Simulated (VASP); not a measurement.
Input of a VASP 6.6.1 run:

POSCAR

```
TiO2
1.0
    3.7965674209      0.0000000000      0.0000000000
    0.0000000000      3.7965674209      0.0000000000
    0.0000000000      0.0000000000      9.3723647862
Ti O
4 8
Direct
    0.0000000000      0.0000000000      0.0000000000
    0.0000000000      0.5000000000      0.2500000000
    0.5000000000      0.5000000000      0.5000000000
    0.5000000000      0.0000000000      0.7500000000
    0.0000000000      0.5000000000      0.4598724788
    0.0000000000      0.0000000000      0.2098724788
    0.0000000000      0.5000000000      0.0401275212
    0.5000000000      0.5000000000      0.2901275212
    0.5000000000      0.0000000000      0.9598724788
    0.5000000000      0.5000000000      0.7098724788
    0.5000000000      0.0000000000      0.5401275212
    0.0000000000      0.0000000000      0.7901275212
```

INCAR.step1

```
ALGO = Normal
EDIFF = 1E-4
ENCUT = 520
GGA = PE
ISMEAR = 0
LASPH = T
LCHARG = F
LDAU = T
LDAUJ = 0 0
LDAUL = 2 -1
LDAUTYPE = 2
LDAUU = 4 0
LMAXMIX = 4
LREAL = F
LWAVE = T
NBANDS = 60
NELM = 150
PREC = Accurate
SIGMA = 0.02
```

The input INCAR.step2:

```
ALGO = Normal
EDIFF = 1E-6
ENCUT = 520
ISIF = 2
ISMEAR = 0
ISTART = 1
LASPH = T
LCHARG = F
LDAU = T
LDAUJ = 0 0
LDAUL = 2 -1
LDAUPRINT = 1
LDAUTYPE = 2
LDAUU = 4 0
LMAXMIX = 4
LMIXTAU = T
LREAL = F
LWAVE = F
METAGGA = R2SCAN
NBANDS = 60
NELM = 150
PREC = Accurate
SIGMA = 0.02
```

Contents of KPOINTS:

```
k-points
0
Gamma
  6 6 4
```

Potentials or basis: VASP PAW PBE potentials, release 64 (Ti_sv, O).

Run with:

```bash
$ cat potpaw_PBE.64/Ti_sv/POTCAR potpaw_PBE.64/O/POTCAR > POTCAR
$ cp INCAR.step1 INCAR
$ mpirun -np 1 vasp_std > vasp.out
$ cp INCAR.step2 INCAR
$ mpirun -np 1 vasp_std > vasp.out
```

Question: Predict the pressure.

Answer: 10.7 GPa.

Question: Estimate the band gap on the k mesh.

Answer: 3.15 eV.

Question: Estimate the largest force.

Answer: 0.204 eV/Å.

Forces in eV/Å, atoms in the order of the input:
```
Ti   0.000  0.000  0.000
Ti   0.000  0.000  0.000
Ti   0.000  0.000  0.000
Ti   0.000  0.000  0.000
O    0.000  0.000  0.204
O    0.000  0.000  0.204
O    0.000  0.000 -0.204
O    0.000  0.000 -0.204
O    0.000  0.000  0.204
O    0.000  0.000  0.204
O    0.000  0.000 -0.204
O    0.000  0.000 -0.204
```

Caveat: the cell differs from its parent crystal (strain along c alone, the other axes held: -3.0 %, then relaxed in part); the cell stands under pressure; the PAW data sets were made with another functional, which shifts forces and pressure a little. A k mesh can miss the band edges.
